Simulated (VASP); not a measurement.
# W (Im-3m) in VASP: single point with PBEsol

Aim: the single point of W with PBEsol.

Everything below comes from runs of VASP 6.6.1. Logs are shortened: lines on timing, memory, paths and dates and some standing lists are left out, and cuts for length are marked.

**1. The cell of the first run**

The structure is cubic, space group Im-3m (No. 229). Conventional cell: a = 3.165 Å, b = 3.165 Å, c = 3.165 Å, α = 90.00°, β = 90.00°, γ = 90.00°. W (site symmetry m-3m) has 14 W at 2.74 to 3.16 Å within 3.6 Å.

**2. Single point, PBEsol**

Contents of INCAR:

```
SYSTEM = W
  PREC = Accurate
  ENCUT = 500
  EDIFF = 1E-6
  ISMEAR = 1
  SIGMA = 0.05
  LREAL = .FALSE.
  LASPH = .TRUE.
  NELM = 120
  ALGO = Normal
  ISIF = 2
  LWAVE = .FALSE.
  LCHARG = .TRUE.
  GGA = PS
  LELF = .TRUE.
  LVHAR = .TRUE.
  NBANDS = 13
  GGA_COMPAT = .FALSE.
```

Contents of KPOINTS:

```
regular mesh
0
G
  12 12 12
  0 0 0
```

Contents of POSCAR:

```
W
1.0
   -1.5823400000      1.5823400000      1.5823400000
    1.5823400000     -1.5823400000      1.5823400000
    1.5823400000      1.5823400000     -1.5823400000
W
1
Direct
    0.0000000000      0.0000000000      0.0000000000
```

Potentials or basis: VASP PAW PBE potentials, release 64 (W_sv).

The run is started by

```console
$ cat potpaw_PBE.64/W_sv/POTCAR > POTCAR
$ mpirun -np 1 vasp_std > vasp.out
```

OUTCAR:

```text
SYSTEM = W
   PREC = Accurate
   ENCUT = 500
   EDIFF = 1E-6
   ISMEAR = 1
   LREAL = .FALSE.
   LASPH = .TRUE.
   NELM = 120
   ISIF = 2
   GGA = PS

 ion  position               nearest neighbor table
   1  0.000  0.000  0.000-

  LATTYP: Found a body centered cubic cell.
 ALAT       =     3.1646800000

  Lattice vectors:

 A1 = (  -1.5823400000,   1.5823400000,   1.5823400000)
 A2 = (   1.5823400000,  -1.5823400000,   1.5823400000)
 A3 = (   1.5823400000,   1.5823400000,  -1.5823400000)

Analysis of symmetry for initial positions (statically):
=====================================================================
 Subroutine PRICEL returns:
 Original cell was already a primitive cell.

 Routine SETGRP: Setting up the symmetry group for a
 body centered cubic supercell.

 Subroutine GETGRP returns: Found 48 space group operations
 (whereof 48 operations were pure point group operations)
 out of a pool of 48 trial point group operations.

The static configuration has the point symmetry O_h .

Analysis of symmetry for dynamics (positions and initial velocities):
=====================================================================
 Subroutine PRICEL returns:
 Original cell was already a primitive cell.

 Routine SETGRP: Setting up the symmetry group for a
 body centered cubic supercell.

 Subroutine GETGRP returns: Found 48 space group operations
 (whereof 48 operations were pure point group operations)
 out of a pool of 48 trial point group operations.

The dynamic configuration has the point symmetry O_h .

 Subroutine INISYM returns: Found 48 space group operations
 (whereof 48 operations are pure point group operations),
 and found     1 'primitive' translations

----------------------------------------------------------------------------------------

                                     Primitive cell

  volume of cell :      15.8475

  direct lattice vectors                    reciprocal lattice vectors
    -1.582340000  1.582340000  1.582340000     0.000000000  0.315987714  0.315987714
     1.582340000 -1.582340000  1.582340000     0.315987714  0.000000000  0.315987714
     1.582340000  1.582340000 -1.582340000     0.315987714  0.315987714  0.000000000

  length of vectors
     2.740693275  2.740693275  2.740693275     0.446874111  0.446874111  0.446874111

  position of ions in fractional coordinates (direct lattice)
     0.000000000  0.000000000  0.000000000

  ion indices of the primitive-cell ions
   primitive index   ion index
                 1           1

----------------------------------------------------------------------------------------

 KPOINTS: regular mesh

Automatic generation of k-mesh.
 Grid dimensions read from file:
 generate k-points for:   12   12   12

 Generating k-lattice:

  Cartesian coordinates                     Fractional coordinates (reciprocal lattice)
     0.000000000  0.026332310  0.026332310     0.083333333  0.000000000  0.000000000
     0.026332310  0.000000000  0.026332310     0.000000000  0.083333333  0.000000000
     0.026332310  0.026332310  0.000000000     0.000000000  0.000000000  0.083333333

  Length of vectors
     0.037239509  0.037239509  0.037239509

  Shift w.r.t. Gamma in fractional coordinates (k-lattice)
     0.000000000  0.000000000  0.000000000

 Subroutine IBZKPT returns following result:
 ===========================================

 Found     72 irreducible k-points:

 Following reciprocal coordinates:
            Coordinates               Weight
  0.000000  0.000000  0.000000      1.000000
  0.083333  0.000000  0.000000     12.000000
  0.166667  0.000000  0.000000     12.000000
  0.250000  0.000000  0.000000     12.000000
  0.333333  0.000000  0.000000     12.000000
  0.416667  0.000000  0.000000     12.000000
[... 16 lines left out ...]
  0.333333  0.083333  0.083333     24.000000
  0.416667  0.083333  0.083333     12.000000
 [... further k-points ...]
   k-points           NKPTS =     72   k-points in BZ     NKDIM =     72   number of bands    NBANDS=     13
   number of dos      NEDOS =    301   number of ions     NIONS =      1
   total plane-waves  NPLWV =   8000
   dimension x,y,z NGX =    20 NGY =   20 NGZ =   20
   dimension x,y,z NGXF=    40 NGYF=   40 NGZF=   40
   ions per type =               1
   NGX,Y,Z   is equivalent  to a cutoff of  12.13, 12.13, 12.13 a.u.
   NGXF,Y,Z  is equivalent  to a cutoff of  24.26, 24.26, 24.26 a.u.
 SYSTEM =  W
   PREC   = accura    normal or accurate (medium, high low for compatibility)
   ISTART =      0    job   : 0-new  1-cont  2-samecut
   ICHARG =      2    charge: 1-file 2-atom 10-const
   ISPIN  =      1    spin polarized calculation?
   LNONCOLLINEAR =      F non collinear calculations
   LSORBIT =      F    spin-orbit coupling
   LASPH  =      T    aspherical Exc in radial PAW
   ENCUT  =  500.0 eV  36.75 Ry    6.06 a.u.   5.00  5.00  5.00*2*pi/ulx,y,z
   NELM   =    120;   NELMIN=  2; NELMDL= -5     # of ELM steps
   EDIFF  = 0.1E-05   stopping-criterion for ELM
   LREAL  =      F    real-space projection
   EDIFFG = 0.1E-04   stopping-criterion for IOM
   NSW    =      0    number of steps for IOM
   IBRION =     -1    ionic relax: 0-MD 1-quasi-New 2-CG
   NFREE  =      0    steps in history (QN), initial steepest desc. (CG)
   ISIF   =      2    stress and relaxation
   ISYM   =      2    0-nonsym 1-usesym 2-fastsym
   POTIM  = 0.5000    time-step for ionic-motion
   TEBEG  =    0.0;   TEEND  =   0.0 temperature during run
   PSTRESS=    0.0 pullay stress
   NELECT =      14.0000    total number of electrons
   NUPDOWN=      -1.0000    fix difference up-down
   EMIN   =  10.00;   EMAX   =-10.00  energy-range for DOS
   EFERMI =   0.00;   METHOD = LEGACY
   ISMEAR =     1;   SIGMA  =   0.05  broadening in eV -4-tet -1-fermi 0-gaus
   EFERMI_NEDOS =   21; number of points for ismear=-14 and -15
   IALGO  =     38    algorithm
   IMIX   =      4    mixing-type and parameters
     AMIX     =   0.40;   BMIX     =  1.00
     AMIX_MAG =   1.60;   BMIX_MAG =  1.00
  volume/ion in A,a.u.               =      15.85       106.94
  Fermi-wavevector in a.u.,A,eV,Ry     =   1.570837  2.968451 33.572756  2.467528
  Thomas-Fermi vector in A             =   2.672510
   LORBIT       =      0    0 simple, 1 ext, 2 COOP (PROOUT), +10 PAW based schemes
   GGA     = PS    functional components
   LHFCALC =     F    Hartree Fock is set to
   AEXX    =    0.0000 exact exchange contribution
   IVDW    =     0    specifies the selected vdW correction
   LEPSILON=     F    determine dielectric tensor
   LRPA    =     F    only Hartree local field effects (RPA)
 non-spin polarized calculation
 Methfessel and Paxton  Order N= 1 SIGMA  =   0.05
  energy-cutoff  :      500.00
  volume of cell :       15.85
 maximum number of plane-waves:       420
   NGX =  9   NGY =  9   NGZ =  9

 number of electron      14.0000004 magnetization

 Free energy of the ion-electron system (eV)
  ---------------------------------------------------
  ext. energy  EPLUGINS =         0.00000000
  ---------------------------------------------------
  free energy    TOTEN  =       -13.80290716 eV

  energy without entropy =      -13.80253058  energy(sigma->0) =      -13.80278163

 E-fermi :  11.1718     XC(G=0): -13.7638

 val. band max:       11.1547252010   @ k =   0.4167   0.0833  -0.0000
 cond. band min:      11.1988013086   @ k =  -0.1667   0.1667   0.0833
 fundamental gap:      0.0440761077
 Fermi energy:        11.1717977142

 k-point     1 :       0.0000    0.0000    0.0000
  band No.  band energies     occupation
      1     -62.8780      2.00000
      2     -26.4342      2.00000
      3     -26.4342      2.00000
      4     -26.4342      2.00000
      5       1.6247      2.00000
      6      10.0395      2.00000
      7      10.0395      2.00000
      8      10.0395      2.00000
      9      13.5103      0.00000
     10      13.5103      0.00000
     11      25.8223      0.00000
     12      25.8223      0.00000
     13      25.8223      0.00000

 k-point     2 :       0.0833    0.0000    0.0000
  band No.  band energies     occupation
      1     -62.8691      2.00000
      2     -26.5279      2.00000
      3     -26.4634      2.00000
      4     -26.4346      2.00000
      5       1.9590      2.00000
      6       9.8384      2.00000
      7       9.9873      2.00000
      8      10.3640      2.00000
      9      13.2090      0.00000
     10      13.5140      0.00000
     11      26.0992      0.00000
     12      26.3909      0.00000
     13      26.6196      0.00000

 k-point     3 :       0.1667    0.0000    0.0000
  band No.  band energies     occupation
      1     -62.8445      2.00000
      2     -26.7781      2.00000
      3     -26.5425      2.00000
      4     -26.4360      2.00000
      5       2.8726      2.00000
      6       9.3332      2.00000
      7       9.7321      2.00000
      8      11.3136     -0.00045
      9      12.8145      0.00000
     10      13.5577      0.00000
     11      26.5646      0.00000
     12      27.9902      0.00000
     13      28.1657      0.00000
[... 305 lines left out ...]
 k-point    23 :       0.3333    0.0833    0.0833
  band No.  band energies     occupation
      1     -62.7489      2.00000
      2     -27.5883      2.00000
      3     -26.8729      2.00000
      4     -26.5261      2.00000
      5       5.6881      2.00000
      6       7.7593      2.00000
      7      10.2032      2.00000
      8      13.6371      0.00000
      9      14.3118      0.00000
     10      17.8962      0.00000
     11      22.3311      0.00000
     12      23.9761      0.00000
     13      27.8527      0.00000

 k-point    24 :       0.4167    0.0833    0.0833
  band No.  band energies     occupation
      1     -62.7408      2.00000
      2     -27.6434      2.00000
      3     -26.9147      2.00000
      4     -26.5286      2.00000
      5       5.6535      2.00000
      6       7.6608      2.00000
      7      11.0169      2.00011
      8      13.6564      0.00000
      9      14.4258      0.00000
     10      18.7209      0.00000
     11      21.1851      0.00000
     12      23.5051      0.00000
     13      27.3227      0.00000

 [... further k-points ...]
[... 5 lines left out ...]
  --------------------------------------------------------------------------------------
  -------------------------------------------------------------------------------------
  Total       -0.2141036     -0.2141036     -0.2141036      0.0000000     -0.0000000     -0.0000000
  in kB      -21.6458748    -21.6458748    -21.6458748      0.0000000     -0.0000000     -0.0000000
  external PRESSURE =     -21.6458748 kB  Pullay stress =       0.0000000 kB

 VOLUME and BASIS-vectors are now :
 -----------------------------------------------------------------------------
  energy-cutoff  :      500.00
  volume of cell :       15.85
      direct lattice vectors                 reciprocal lattice vectors
    -1.582340000  1.582340000  1.582340000     0.000000000  0.315987714  0.315987714
     1.582340000 -1.582340000  1.582340000     0.315987714  0.000000000  0.315987714
     1.582340000  1.582340000 -1.582340000     0.315987714  0.315987714  0.000000000

 POSITION                                       TOTAL-FORCE (eV/Angst)
 -----------------------------------------------------------------------------------
      0.00000      0.00000      0.00000        -0.000000      0.000000      0.000000
 -----------------------------------------------------------------------------------
    total drift:                               -0.000000     -0.000000      0.000000

  FREE ENERGIE OF THE ION-ELECTRON SYSTEM (eV)
  ---------------------------------------------------
  free  energy   TOTEN  =       -13.8029071610 eV

  energy  without entropy=      -13.8025305772  energy(sigma->0) =      -13.80278163
```

It took 15 s on 1 thread of AMD EPYC 7R43 (Zen 3), shared host; peak memory 0.1 GiB.

Results:

```
Free energy            : -13.8029 eV
Pressure               : -2.2 GPa
Band gap on the k mesh : zero (band 7 reaches 16.45 eV, above the bottom of band 8 at 10.04 eV)
```

Caveat: the PAW data sets were made with another functional, which shifts forces and pressure a little; spin-orbit coupling is left out, which moves the levels of the heavy elements.
